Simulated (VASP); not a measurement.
# Zn (P6_3/mmc) in VASP: relaxation of cell and atoms with PBE

Aim: the relaxation of cell and atoms of Zn with PBE.

Everything below comes from runs of VASP 6.6.1. Logs are shortened: lines on timing, memory, paths and dates and some standing lists are left out, and cuts for length are marked.

### Step 1. The cell of the first run

The structure is hexagonal, space group P6_3/mmc (No. 194). The conventional cell has a = 2.670 Å, b = 2.670 Å, c = 4.966 Å, α = 90.00°, β = 90.00°, γ = 120.00°. Zn (site symmetry -6m2) has 12 Zn at 2.67 to 2.92 Å within 3.5 Å.

### Step 2. Relaxation of cell and atoms, PBE

The input, INCAR:

```
PREC = Accurate ; ENCUT = 600
EDIFF = 1E-6 ; ISMEAR = 0
SIGMA = 0.1 ; LREAL = F
LASPH = T ; NELM = 80
ALGO = Fast ; ISIF = 3
LWAVE = F ; LCHARG = F
GGA = PE ; IBRION = 2
NSW = 100 ; EDIFFG = -0.002
```

The input, KPOINTS:

```
Automatic mesh
0
Gamma
  27 27 12
```

The input, POSCAR:

```
Zn
1.0
    2.6700000000      0.0000000000      0.0000000000
   -1.3350000000      2.3122878281      0.0000000000
    0.0000000000      0.0000000000      4.9660000000
Zn
2
Direct
    0.3333333333      0.6666666667      0.2500000000
    0.6666666667      0.3333333333      0.7500000000
```

Potentials or basis: VASP PAW PBE potentials, release 64 (Zn).

Started as:

```
$ cat potpaw_PBE.64/Zn/POTCAR > POTCAR
$ mpirun -np 1 vasp_std > vasp.out
```

OUTCAR:

```text
PREC = Accurate
   ENCUT = 600
   EDIFF = 1E-6
   ISMEAR = 0
   LREAL = F
   LASPH = T
   NELM = 80
   ISIF = 3
   GGA = PE
   IBRION = 2
   NSW = 100
   EDIFFG = -0.002

 ion  position               nearest neighbor table
   1  0.333  0.667  0.250-   2 2.92   2 2.92   2 2.92   2 2.92   2 2.92   2 2.92
   2  0.667  0.333  0.750-   1 2.92   1 2.92   1 2.92   1 2.92   1 2.92   1 2.92

  LATTYP: Found a hexagonal cell.
 ALAT       =     2.6700000000
 C/A-ratio  =     1.8599250936

  Lattice vectors:

 A1 = (   2.6700000000,   0.0000000000,   0.0000000000)
 A2 = (  -1.3350000000,   2.3122878281,   0.0000000000)
 A3 = (   0.0000000000,   0.0000000000,   4.9660000000)

Analysis of symmetry for initial positions (statically):
=====================================================================
 Subroutine PRICEL returns:
 Original cell was already a primitive cell.

 Routine SETGRP: Setting up the symmetry group for a
 hexagonal supercell.

 Subroutine GETGRP returns: Found 24 space group operations
 (whereof 12 operations were pure point group operations)
 out of a pool of 24 trial point group operations.

The static configuration has the point symmetry D_3d.
 The point group associated with its full space group is D_6h.

Analysis of symmetry for dynamics (positions and initial velocities):
=====================================================================
 Subroutine PRICEL returns:
 Original cell was already a primitive cell.

 Routine SETGRP: Setting up the symmetry group for a
 hexagonal supercell.

 Subroutine GETGRP returns: Found 24 space group operations
 (whereof 12 operations were pure point group operations)
 out of a pool of 24 trial point group operations.

The dynamic configuration has the point symmetry D_3d.
 The point group associated with its full space group is D_6h.

 Subroutine INISYM returns: Found 24 space group operations
 (whereof 12 operations are pure point group operations),
 and found     1 'primitive' translations

----------------------------------------------------------------------------------------

                                     Primitive cell

  volume of cell :      30.6591

  direct lattice vectors                    reciprocal lattice vectors
     2.670000000  0.000000000  0.000000000     0.374531835  0.216236056  0.000000000
    -1.335000000  2.312287828  0.000000000     0.000000000  0.432472112  0.000000000
     0.000000000  0.000000000  4.966000000     0.000000000  0.000000000  0.201369311

  length of vectors
     2.670000000  2.670000000  4.966000000     0.432472112  0.432472112  0.201369311

  position of ions in fractional coordinates (direct lattice)
     0.333333333  0.666666667  0.250000000
     0.666666667  0.333333333  0.750000000

  ion indices of the primitive-cell ions
   primitive index   ion index
                 1           1
                 2           2

----------------------------------------------------------------------------------------

 KPOINTS: Automatic mesh

Automatic generation of k-mesh.
 Grid dimensions read from file:
 generate k-points for:   27   27   12

 Generating k-lattice:

  Cartesian coordinates                     Fractional coordinates (reciprocal lattice)
     0.013871549  0.008008743  0.000000000     0.037037037 -0.000000000  0.000000000
     0.000000000  0.016017486  0.000000000     0.000000000  0.037037037  0.000000000
     0.000000000  0.000000000  0.016780776     0.000000000  0.000000000  0.083333333

  Length of vectors
     0.016017486  0.016017486  0.016780776

  Shift w.r.t. Gamma in fractional coordinates (k-lattice)
     0.000000000  0.000000000  0.000000000

 Subroutine IBZKPT returns following result:
 ===========================================

 Found    525 irreducible k-points:

 Following reciprocal coordinates:
            Coordinates               Weight
  0.000000  0.000000  0.000000      1.000000
  0.037037 -0.000000  0.000000      6.000000
  0.074074 -0.000000  0.000000      6.000000
  0.111111  0.000000  0.000000      6.000000
  0.148148 -0.000000  0.000000      6.000000
  0.185185  0.000000  0.000000      6.000000
[... 16 lines left out ...]
  0.333333  0.037037  0.000000     12.000000
  0.370370  0.037037  0.000000     12.000000
 [... further k-points ...]
   k-points           NKPTS =    525   k-points in BZ     NKDIM =    525   number of bands    NBANDS=     16
   number of dos      NEDOS =    301   number of ions     NIONS =      2
   total plane-waves  NPLWV =  23040
   dimension x,y,z NGX =    24 NGY =   24 NGZ =   40
   dimension x,y,z NGXF=    48 NGYF=   48 NGZF=   80
   ions per type =               2
   NGX,Y,Z   is equivalent  to a cutoff of  14.94, 14.94, 13.39 a.u.
   NGXF,Y,Z  is equivalent  to a cutoff of  29.89, 29.89, 26.78 a.u.
 SYSTEM =  unknown system
   PREC   = accura    normal or accurate (medium, high low for compatibility)
   ISTART =      0    job   : 0-new  1-cont  2-samecut
   ICHARG =      2    charge: 1-file 2-atom 10-const
   ISPIN  =      1    spin polarized calculation?
   LNONCOLLINEAR =      F non collinear calculations
   LSORBIT =      F    spin-orbit coupling
   LASPH  =      T    aspherical Exc in radial PAW
   ENCUT  =  600.0 eV  44.10 Ry    6.64 a.u.   5.33  5.33  9.92*2*pi/ulx,y,z
   NELM   =     80;   NELMIN=  2; NELMDL= -5     # of ELM steps
   EDIFF  = 0.1E-05   stopping-criterion for ELM
   LREAL  =      F    real-space projection
   EDIFFG = -.2E-02   stopping-criterion for IOM
   NSW    =    100    number of steps for IOM
   IBRION =      2    ionic relax: 0-MD 1-quasi-New 2-CG
   NFREE  =      1    steps in history (QN), initial steepest desc. (CG)
   ISIF   =      3    stress and relaxation
   ISYM   =      2    0-nonsym 1-usesym 2-fastsym
   POTIM  = 0.5000    time-step for ionic-motion
   TEBEG  =    0.0;   TEEND  =   0.0 temperature during run
   PSTRESS=    0.0 pullay stress
   NELECT =      24.0000    total number of electrons
   NUPDOWN=      -1.0000    fix difference up-down
   EMIN   =  10.00;   EMAX   =-10.00  energy-range for DOS
   EFERMI =   0.00;   METHOD = LEGACY
   ISMEAR =     0;   SIGMA  =   0.10  broadening in eV -4-tet -1-fermi 0-gaus
   EFERMI_NEDOS =   21; number of points for ismear=-14 and -15
   IALGO  =     68    algorithm
   IMIX   =      4    mixing-type and parameters
     AMIX     =   0.40;   BMIX     =  1.00
     AMIX_MAG =   1.60;   BMIX_MAG =  1.00
  volume/ion in A,a.u.               =      15.33       103.45
  Fermi-wavevector in a.u.,A,eV,Ry     =   1.508778  2.851177 30.972445  2.276410
  Thomas-Fermi vector in A             =   2.619187
   LORBIT       =      0    0 simple, 1 ext, 2 COOP (PROOUT), +10 PAW based schemes
   GGA     = PE    functional components
   LHFCALC =     F    Hartree Fock is set to
   AEXX    =    0.0000 exact exchange contribution
   IVDW    =     0    specifies the selected vdW correction
   LEPSILON=     F    determine dielectric tensor
   LRPA    =     F    only Hartree local field effects (RPA)
 conjugate gradient relaxation of ions
 non-spin polarized calculation
 RMM-DIIS sequential band-by-band and
 Gauss-broadening in eV      SIGMA  =   0.10
  energy-cutoff  :      600.00
  volume of cell :       30.66
 maximum number of plane-waves:      1064
 NGX is ok and might be reduce to    24
   NGX = 11   NGY = 11   NGZ = 19

--------------------------------------- Ionic step        1  -------------------------------------------

 number of electron      24.0000003 magnetization

 Free energy of the ion-electron system (eV)
  ---------------------------------------------------
  ext. energy  EPLUGINS =         0.00000000
  ---------------------------------------------------
  free energy    TOTEN  =        -2.21649775 eV

  energy without entropy =       -2.21495537  energy(sigma->0) =       -2.21572656

------------------------ aborting loop because EDIFF is reached ----------------------------------------

  FORCE on cell =-STRESS in cart. coord.  units (eV):
  Direction    XX          YY          ZZ          XY          YZ          ZX
  --------------------------------------------------------------------------------------
  -------------------------------------------------------------------------------------
  Total       -0.1821675     -0.1821675      0.0895981      0.0000000     -0.0000000      0.0000000
  in kB       -9.5196632     -9.5196632      4.6821931      0.0000000     -0.0000000      0.0000000
  external PRESSURE =      -4.7857111 kB  Pullay stress =       0.0000000 kB
[... 89 lines left out ...]
  FREE ENERGIE OF THE ION-ELECTRON SYSTEM (eV)
  ---------------------------------------------------
  free  energy   TOTEN  =        -2.2174431658 eV

  energy  without entropy=       -2.2160547808  energy(sigma->0) =       -2.21674897

[... ionic steps 4 to 10 ...]

--------------------------------------- Ionic step       11  -------------------------------------------

 number of electron      24.0000007 magnetization

------------------------ aborting loop because EDIFF is reached ----------------------------------------

  FORCE on cell =-STRESS in cart. coord.  units (eV):
  Direction    XX          YY          ZZ          XY          YZ          ZX
  --------------------------------------------------------------------------------------
  -------------------------------------------------------------------------------------
  Total       -0.0541865     -0.0541865     -0.0455292      0.0000000      0.0000000     -0.0000000
  in kB       -2.8371667     -2.8371667     -2.3838754      0.0000000      0.0000000     -0.0000000
  external PRESSURE =      -2.6860696 kB  Pullay stress =       0.0000000 kB
[... 57 lines left out ...]
  energy  without entropy=       -2.2169351204  energy(sigma->0) =       -2.21764467

--------------------------------------- Ionic step       13  -------------------------------------------

 number of electron      24.0000009 magnetization

 Free energy of the ion-electron system (eV)
  ---------------------------------------------------
  ext. energy  EPLUGINS =         0.00000000
  ---------------------------------------------------
  free energy    TOTEN  =        -2.21842682 eV

  energy without entropy =       -2.21699459  energy(sigma->0) =       -2.21771070

 E-fermi :   3.0962     XC(G=0): -11.5244

 val. band max:        3.0899899435   @ k =   0.1852   0.0370   0.1667
 cond. band min:       3.1114746707   @ k =   0.2963   0.2963   0.4167
 fundamental gap:      0.0214847272
 Fermi energy:         3.0962327709

 k-point     1 :       0.0000    0.0000    0.0000
  band No.  band energies     occupation
      1      -7.2936      2.00000
      2      -5.5575      2.00000
      3      -4.8592      2.00000
      4      -4.6066      2.00000
      5      -4.6066      2.00000
      6      -4.5619      2.00000
[... 8 lines left out ...]
     15      19.7259      0.00000
     16      20.8731      0.00000
[... 420 lines left out ...]
  band No.  band energies     occupation
      1      -5.2936      2.00000
      2      -5.2166      2.00000
      3      -5.0147      2.00000
      4      -4.5832      2.00000
      5      -4.5112      2.00000
      6      -4.4146      2.00000
[... 8 lines left out ...]
     15      10.0190      0.00000
     16      11.3573      0.00000

 [... further k-points ...]

------------------------ aborting loop because EDIFF is reached ----------------------------------------

  FORCE on cell =-STRESS in cart. coord.  units (eV):
  Direction    XX          YY          ZZ          XY          YZ          ZX
  --------------------------------------------------------------------------------------
  -------------------------------------------------------------------------------------
  Total        0.0019977      0.0019977     -0.0016823      0.0000000      0.0000000      0.0000000
  in kB        0.1047705      0.1047705     -0.0882277      0.0000000      0.0000000      0.0000000
  external PRESSURE =       0.0404378 kB  Pullay stress =       0.0000000 kB
[... 17 lines left out ...]
  FREE ENERGIE OF THE ION-ELECTRON SYSTEM (eV)
  ---------------------------------------------------
  free  energy   TOTEN  =        -2.2184268187 eV

  energy  without entropy=       -2.2169945873  energy(sigma->0) =       -2.21771070

 reached required accuracy - stopping structural energy minimisation
```

Run time: 43 min. Hardware: 1 thread of Oxide Virtual Turin-like, shared host; peak memory 0.36 GiB.

What came out:

```yaml
Free_energy: -2.2184 eV
Relaxed_volume: 15.27 Å³/atom
Relaxed_cell: a = 2.650 Å, b = 2.650 Å, c = 5.022 Å, α = 90.00°, β = 90.00°, γ = 120.00°
Space_group_after_relaxing_to_0.1_Å: P6_3/mmc (No. 194)
Energy_gained_by_relaxing: 1.0 meV/atom
Ionic_steps: 13
Pressure_after_relaxing: 0.0 GPa
Band_gap_on_the_k_mesh: zero (bands 12 and 13 overlap by 4.73 eV)
```

Step by step:
| step | energy change (eV) | largest force (eV/Å) | pressure (GPa) | volume (Å³) |
| --- | --- | --- | --- | --- |
| 1 | 0.0000 | 0.0000 | -0.48 | 30.66 |
| 2 | -0.0013 | 0.0000 | -0.30 | 30.46 |
| 3 | -0.0009 | 0.0000 | 0.55 | 30.16 |
| 4 | -0.0015 | 0.0000 | 0.65 | 30.30 |
| 5 | -0.0015 | 0.0000 | 0.31 | 30.38 |
| 6 | -0.0018 | 0.0000 | 0.12 | 30.47 |
| 7 | -0.0019 | 0.0000 | -0.03 | 30.58 |
| 8 | -0.0019 | 0.0000 | 0.07 | 30.60 |
| 9 | -0.0019 | 0.0000 | -0.17 | 30.63 |
| 10 | -0.0019 | 0.0000 | -0.38 | 30.61 |
| 11 | -0.0019 | 0.0000 | -0.27 | 30.60 |
| 12 | -0.0019 | 0.0000 | 0.17 | 30.44 |
| 13 | -0.0019 | 0.0000 | 0.00 | 30.55 |

Final structure:
```xyz
2
Lattice="2.6504 0.0000 0.0000 -1.3252 2.2953 0.0000 0.0000 0.0000 5.0218" Properties=species:S:1:pos:R:3 pbc="T T T"
Zn    0.0000    1.5302    1.2555
Zn    1.3252    0.7651    3.7664
```

The gap in the log of VASP goes by the Fermi energy; the results here count the filled bands.